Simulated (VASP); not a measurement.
# Ni (P6_3/mmc) in VASP: single point with PBE

Aim: the single point of Ni with PBE.

Everything below comes from runs of VASP 6.6.1. Logs are shortened: lines on timing, memory, paths and dates and some standing lists are left out, and cuts for length are marked.

### 1 The cell of the first run

It takes space group P6_3/mmc (No. 194, hexagonal). Conventional cell: a = 2.487 Å, b = 2.487 Å, c = 8.144 Å, α = 90.00°, β = 90.00°, γ = 120.00°. Ni (site symmetry -3m) has 12 Ni at 2.49 Å within 3.3 Å. Within 3.3 Å of Ni (site symmetry -6m2) lie 12 Ni at 2.49 Å.

### 2 Single point, PBE, collinear spin, ferromagnetic start

The input, INCAR:

```
SYSTEM = Ni
  ALGO = Normal
  EDIFF = 1E-6
  ENCUT = 600
  GGA = PE
  GGA_COMPAT = .False.
  ISIF = 2
  ISMEAR = -1
  ISPIN = 2
  LASPH = .True.
  LCHARG = .True.
  LELF = .True.
  LMAXMIX = 4
  LORBIT = 11
  LREAL = .False.
  LVHAR = .True.
  LWAVE = .False.
  MAGMOM = -0.676 -0.676 -0.688 -0.688
  NBANDS = 32
  NELM = 200
  PREC = Accurate
  SIGMA = 0.05
```

The input, KPOINTS:

```
k-points
0
Gamma
  19 19 5
  0 0 0
```

The input, POSCAR:

```
Ni
1.0
    2.4874543748      0.0000000000      0.0000000000
   -1.2437271874      2.1541986794      0.0000000000
    0.0000000000      0.0000000000      8.1443263104
Ni
4
Direct
    1.0000000000      1.0000000000      1.0000000000
    1.0000000000      1.0000000000      0.5000000000
    0.3333333333      0.6666666667      0.2500000000
    0.6666666667      0.3333333333      0.7500000000
```

Potentials or basis: VASP PAW PBE potentials, release 64 (Ni).

Launch:

```console
$ cat potpaw_PBE.64/Ni/POTCAR > POTCAR
$ mpirun -np 1 vasp_std > vasp.out
```

OUTCAR:

```text
SYSTEM = Ni
   EDIFF = 1E-6
   ENCUT = 600
   GGA = PE
   ISIF = 2
   ISMEAR = -1
   ISPIN = 2
   LASPH = .True.
   LORBIT = 11
   LREAL = .False.
   NELM = 200
   PREC = Accurate

 ion  position               nearest neighbor table
   1  0.000  0.000  0.000-   3 2.49   4 2.49   4 2.49   3 2.49   4 2.49   3 2.49
   2  0.000  0.000  0.500-   3 2.49   4 2.49   4 2.49   3 2.49   4 2.49   3 2.49
   3  0.333  0.667  0.250-   1 2.49   2 2.49   1 2.49   2 2.49   1 2.49   2 2.49
   4  0.667  0.333  0.750-   1 2.49   2 2.49   1 2.49   2 2.49   1 2.49   2 2.49

  LATTYP: Found a hexagonal cell.
 ALAT       =     2.4874543748
 C/A-ratio  =     3.2741610833

  Lattice vectors:

 A1 = (   2.4874543748,   0.0000000000,   0.0000000000)
 A2 = (  -1.2437271874,   2.1541986794,   0.0000000000)
 A3 = (   0.0000000000,   0.0000000000,   8.1443263104)

Analysis of symmetry for initial positions (statically):
=====================================================================
 Subroutine PRICEL returns:
 Original cell was already a primitive cell.

 Routine SETGRP: Setting up the symmetry group for a
 hexagonal supercell.

 Subroutine GETGRP returns: Found 24 space group operations
 (whereof 12 operations were pure point group operations)
 out of a pool of 24 trial point group operations.

The static configuration has the point symmetry D_3d.
 The point group associated with its full space group is D_6h.

Analysis of symmetry for dynamics (positions and initial velocities):
=====================================================================
 Subroutine PRICEL returns:
 Original cell was already a primitive cell.

 Routine SETGRP: Setting up the symmetry group for a
 hexagonal supercell.

 Subroutine GETGRP returns: Found 24 space group operations
 (whereof 12 operations were pure point group operations)
 out of a pool of 24 trial point group operations.

The dynamic configuration has the point symmetry D_3d.
 The point group associated with its full space group is D_6h.

Analysis of structural, dynamic, and magnetic symmetry:
=====================================================================
 Subroutine PRICEL returns:
 Original cell was already a primitive cell.

 Routine SETGRP: Setting up the symmetry group for a
 hexagonal supercell.

 Subroutine GETGRP returns: Found 24 space group operations
 (whereof 12 operations were pure point group operations)
 out of a pool of 24 trial point group operations.

The overall configuration has the point symmetry D_3d.
 The point group associated with its full space group is D_6h.

 Subroutine INISYM returns: Found 24 space group operations
 (whereof 12 operations are pure point group operations),
 and found     1 'primitive' translations

----------------------------------------------------------------------------------------

                                     Primitive cell

  volume of cell :      43.6411

  direct lattice vectors                    reciprocal lattice vectors
     2.487454375  0.000000000  0.000000000     0.402017424  0.232104868  0.000000000
    -1.243727187  2.154198679  0.000000000     0.000000000  0.464209736  0.000000000
     0.000000000  0.000000000  8.144326310     0.000000000  0.000000000  0.122784864

  length of vectors
     2.487454375  2.487454375  8.144326310     0.464209736  0.464209736  0.122784864

  position of ions in fractional coordinates (direct lattice)
     0.000000000  0.000000000  0.000000000
     0.000000000  0.000000000  0.500000000
     0.333333333  0.666666667  0.250000000
     0.666666667  0.333333333  0.750000000

  ion indices of the primitive-cell ions
   primitive index   ion index
                 1           1
                 2           2
                 3           3
                 4           4

----------------------------------------------------------------------------------------

 KPOINTS: k-points

Automatic generation of k-mesh.
 Grid dimensions read from file:
 generate k-points for:   19   19    5

 Generating k-lattice:

  Cartesian coordinates                     Fractional coordinates (reciprocal lattice)
     0.021158812  0.012216046  0.000000000     0.052631579  0.000000000  0.000000000
     0.000000000  0.024432091  0.000000000     0.000000000  0.052631579  0.000000000
     0.000000000  0.000000000  0.024556973     0.000000000  0.000000000  0.200000000

  Length of vectors
     0.024432091  0.024432091  0.024556973

  Shift w.r.t. Gamma in fractional coordinates (k-lattice)
     0.000000000  0.000000000  0.000000000

 Subroutine IBZKPT returns following result:
 ===========================================

 Found    120 irreducible k-points:

 Following reciprocal coordinates:
            Coordinates               Weight
  0.000000  0.000000  0.000000      1.000000
  0.052632 -0.000000  0.000000      6.000000
  0.105263 -0.000000  0.000000      6.000000
  0.157895  0.000000  0.000000      6.000000
  0.210526  0.000000  0.000000      6.000000
  0.263158  0.000000  0.000000      6.000000
[... 16 lines left out ...]
  0.263158  0.105263  0.000000     12.000000
  0.315789  0.105263  0.000000     12.000000
 [... further k-points ...]
   k-points           NKPTS =    120   k-points in BZ     NKDIM =    120   number of bands    NBANDS=     32
   number of dos      NEDOS =    301   number of ions     NIONS =      4
   total plane-waves  NPLWV =  28000
   dimension x,y,z NGX =    20 NGY =   20 NGZ =   70
   dimension x,y,z NGXF=    40 NGYF=   40 NGZF=  140
   ions per type =               4
   NGX,Y,Z   is equivalent  to a cutoff of  13.37, 13.37, 14.29 a.u.
   NGXF,Y,Z  is equivalent  to a cutoff of  26.73, 26.73, 28.58 a.u.
 SYSTEM =  Ni
   PREC   = accura    normal or accurate (medium, high low for compatibility)
   ISTART =      0    job   : 0-new  1-cont  2-samecut
   ICHARG =      2    charge: 1-file 2-atom 10-const
   ISPIN  =      2    spin polarized calculation?
   LNONCOLLINEAR =      F non collinear calculations
   LSORBIT =      F    spin-orbit coupling
   LASPH  =      T    aspherical Exc in radial PAW
   ENCUT  =  600.0 eV  44.10 Ry    6.64 a.u.   4.97  4.97 16.27*2*pi/ulx,y,z
   NELM   =    200;   NELMIN=  2; NELMDL= -5     # of ELM steps
   EDIFF  = 0.1E-05   stopping-criterion for ELM
   LREAL  =      F    real-space projection
   EDIFFG = 0.1E-04   stopping-criterion for IOM
   NSW    =      0    number of steps for IOM
   IBRION =     -1    ionic relax: 0-MD 1-quasi-New 2-CG
   NFREE  =      0    steps in history (QN), initial steepest desc. (CG)
   ISIF   =      2    stress and relaxation
   ISYM   =      2    0-nonsym 1-usesym 2-fastsym
   POTIM  = 0.5000    time-step for ionic-motion
   TEBEG  =    0.0;   TEEND  =   0.0 temperature during run
   PSTRESS=    0.0 pullay stress
   NELECT =      40.0000    total number of electrons
   NUPDOWN=      -1.0000    fix difference up-down
   EMIN   =  10.00;   EMAX   =-10.00  energy-range for DOS
   EFERMI =   0.00;   METHOD = LEGACY
   ISMEAR =    -1;   SIGMA  =   0.05  broadening in eV -4-tet -1-fermi 0-gaus
   EFERMI_NEDOS =   21; number of points for ismear=-14 and -15
   IALGO  =     38    algorithm
   IMIX   =      4    mixing-type and parameters
     AMIX     =   0.40;   BMIX     =  1.00
     AMIX_MAG =   1.60;   BMIX_MAG =  1.00
  volume/ion in A,a.u.               =      10.91        73.63
  Fermi-wavevector in a.u.,A,eV,Ry     =   1.590241  3.005119 34.407296  2.528865
  Thomas-Fermi vector in A             =   2.688966
   LORBIT       =     11    0 simple, 1 ext, 2 COOP (PROOUT), +10 PAW based schemes
   GGA     = PE    functional components
   LHFCALC =     F    Hartree Fock is set to
   AEXX    =    0.0000 exact exchange contribution
   IVDW    =     0    specifies the selected vdW correction
   LEPSILON=     F    determine dielectric tensor
   LRPA    =     F    only Hartree local field effects (RPA)
 spin polarized calculation
  energy-cutoff  :      600.00
  volume of cell :       43.64
 maximum number of plane-waves:      1489
 NGX is ok and might be reduce to    20
   NGX =  9   NGY =  9   NGZ = 33

 number of electron      39.9999991 magnetization      -2.5282599

 Free energy of the ion-electron system (eV)
  ---------------------------------------------------
  ext. energy  EPLUGINS =         0.00000000
  ---------------------------------------------------
  free energy    TOTEN  =       -21.86189837 eV

  energy without entropy =      -21.80048382  energy(sigma->0) =      -21.83119109

 E-fermi :   9.3478     XC(G=0): -13.2382

 val. band max:        9.3457969253   @ k =   0.3684   0.0526   0.0000
 cond. band min:       9.3479639419   @ k =   0.3158   0.1053   0.2000
 fundamental gap:      0.0021670165
 Fermi energy:         9.3477922234

 spin component 1

 k-point     1 :       0.0000    0.0000    0.0000
  band No.  band energies     occupation
      1       0.3114      1.00000
      2       2.5603      1.00000
      3       2.5605      1.00000
      4       4.9434      1.00000
      5       7.2436      1.00000
      6       7.2489      1.00000
[... 24 lines left out ...]
     31      33.9265      0.00000
     32      33.9265      0.00000
[... 774 lines left out ...]
      2       5.1255      1.00000
      3       5.1871      1.00000
      4       5.9978      1.00000
      5       6.2145      1.00000
      6       6.4652      1.00000
[... 24 lines left out ...]
     31      25.1307      0.00000
     32      25.2593      0.00000

 [... further k-points ...]

 spin component 2

 k-point     1 :       0.0000    0.0000    0.0000
  band No.  band energies     occupation
      1       0.3459      1.00000
      2       2.5635      1.00000
      3       2.5681      1.00000
      4       4.5193      1.00000
      5       6.5747      1.00000
      6       6.6398      1.00000
[... 24 lines left out ...]
     31      33.8339      0.00000
     32      33.8339      0.00000
[... 774 lines left out ...]
      2       4.8274      1.00000
      3       4.8996      1.00000
      4       5.4211      1.00000
      5       5.7927      1.00000
      6       5.9212      1.00000
[... 24 lines left out ...]
     31      25.0275      0.00000
     32      25.1484      0.00000

 [... further k-points ...]
[... 5 lines left out ...]
  --------------------------------------------------------------------------------------
  -------------------------------------------------------------------------------------
  Total       -0.0551310     -0.0551310     -0.0101965      0.0000000      0.0000000      0.0000000
  in kB       -2.0239982     -2.0239982     -0.3743402      0.0000000      0.0000000      0.0000000
  external PRESSURE =      -1.4741122 kB  Pullay stress =       0.0000000 kB

 VOLUME and BASIS-vectors are now :
 -----------------------------------------------------------------------------
  energy-cutoff  :      600.00
  volume of cell :       43.64
      direct lattice vectors                 reciprocal lattice vectors
     2.487454375  0.000000000  0.000000000     0.402017424  0.232104868  0.000000000
    -1.243727187  2.154198679  0.000000000     0.000000000  0.464209736  0.000000000
     0.000000000  0.000000000  8.144326310     0.000000000  0.000000000  0.122784864

 POSITION                                       TOTAL-FORCE (eV/Angst)
 -----------------------------------------------------------------------------------
      0.00000      0.00000      0.00000         0.000000      0.000000      0.000000
      0.00000      0.00000      4.07216         0.000000      0.000000      0.000000
     -0.00000      1.43613      2.03608         0.000000     -0.000000      0.000000
      1.24373      0.71807      6.10824        -0.000000      0.000000      0.000000
 -----------------------------------------------------------------------------------
    total drift:                                0.000000     -0.000000      0.000000

  FREE ENERGIE OF THE ION-ELECTRON SYSTEM (eV)
  ---------------------------------------------------
  free  energy   TOTEN  =       -21.8618983718 eV

  energy  without entropy=      -21.8004838171  energy(sigma->0) =      -21.83119109

 total charge

# of ion       s       p       d       tot
------------------------------------------
    1        0.496   0.494   8.316   9.305
    2        0.496   0.494   8.316   9.305
    3        0.496   0.496   8.314   9.305
    4        0.496   0.496   8.314   9.305
--------------------------------------------------
tot          1.984   1.979  33.259  37.221

 magnetization (x)

# of ion       s       p       d       tot
------------------------------------------
    1        0.006   0.025  -0.670  -0.639
    2        0.006   0.025  -0.670  -0.639
    3        0.006   0.025  -0.680  -0.649
    4        0.006   0.025  -0.680  -0.649
--------------------------------------------------
tot          0.023   0.101  -2.701  -2.577
```

It took 4.9 min on 1 thread of Intel Xeon Platinum 8488C (Sapphire Rapids), shared host; peak memory 0.39 GiB.

Results:

```
Free energy                                           : -21.8619 eV
Pressure                                              : -0.1 GPa
Net moment                                            : -2.53 μB per cell
Site moments                                          : Ni -0.64, -0.65 μB
Valence electrons inside the program's atomic spheres : Ni 9.30
```

Stress tensor (GPa, compression positive):
```
-0.20  0.00  0.00
 0.00 -0.20  0.00
 0.00  0.00 -0.04
```
